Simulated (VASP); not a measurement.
**PbS: relaxation of shape and atoms at fixed volume with PBE**

PbS:

```
Pb S
1.0
     4.16135    0.00000    0.00000
     0.00000    4.16135    0.00000
     0.00000    0.00000    5.88640
Pb S
2 2
Direct
  0.50000 0.00000 0.74996
  0.00000 0.50000 0.25004
  0.50000 0.00000 0.25065
  0.00000 0.50000 0.74935
```

This cell differs from its parent crystal: volume scaled by 0.94.

```json
{
  "Program": "VASP 6.6.1",
  "Task": "relaxation of shape and atoms at fixed volume",
  "Functional": "PBE",
  "Potentials or basis": "VASP PAW PBE potentials, release 64 (Pb_d, S)",
  "Cutoff": "600 eV",
  "k mesh": "8 × 8 × 6",
  "Occupations": "gaussian, width 0.02 eV",
  "Spin": "no spin polarisation",
  "Dipole correction": "no",
  "Further INCAR settings": "ALGO = Normal; EDIFF = 1e-06; IBRION = 2; EDIFFG = -0.01; NSW = 50; ISIF = 4"
}
```

The pressure after relaxing is 3.7 GPa and the largest force after relaxing is 0.006 eV/Å. The band gap on the k mesh is 0.28 eV.

Forces in eV/Å, atoms in the order of the input:
```
Pb   0.000  0.000  0.002
Pb   0.000  0.000 -0.002
S    0.000  0.000 -0.006
S    0.000  0.000  0.006
```

Final structure:
```
Pb S
1.0
     4.16135    0.00000    0.00000
     0.00000    4.16135    0.00000
     0.00000    0.00000    5.88640
Pb S
2 2
Direct
  0.50000 0.00000 0.74996
  0.00000 0.50000 0.25004
  0.50000 0.00000 0.25065
  0.00000 0.50000 0.74935
```

Levels at points of the mesh, in eV from the valence-band top:
| k point | band 16 | band 17 | band 18 | band 19 | band 20 | band 21 | band 22 | band 23 | band 24 |
| --- | --- | --- | --- | --- | --- | --- | --- | --- | --- |
| (0.00, 0.00, 0.00) | -3.63 | -3.63 | -2.32 | -2.32 | -2.32 | 3.73 | 5.25 | 5.26 | 5.26 |
| (0.50, 0.00, 0.00) | -3.90 | -2.04 | -2.04 | -0.86 | -0.86 | 1.38 | 1.38 | 2.38 | 2.38 |
| (0.50, 0.50, 0.00) | -5.43 | -3.63 | -3.63 | -3.63 | -3.63 | 3.73 | 3.73 | 5.63 | 5.63 |
| (0.00, 0.00, 0.50) | -3.01 | -3.00 | -3.00 | -1.84 | -1.81 | 2.39 | 2.43 | 4.61 | 4.63 |
| (0.50, 0.00, 0.50) | -1.91 | -1.91 | -1.91 | 0.00 | 0.00 | 0.28 | 0.28 | 1.88 | 1.88 |
| (0.50, 0.50, 0.50) | -4.64 | -4.63 | -4.63 | -1.11 | -1.11 | 2.15 | 2.15 | 4.63 | 4.65 |

Wall time 100 s on 1 thread of AMD EPYC 7R13 Processor (Zen 3), on a shared host, peak memory 0.3 GiB.

Caveat: the relaxation stopped at its first step, so nothing moved; spin-orbit coupling is left out, which moves the levels of the heavy elements. A k mesh can miss the band edges.
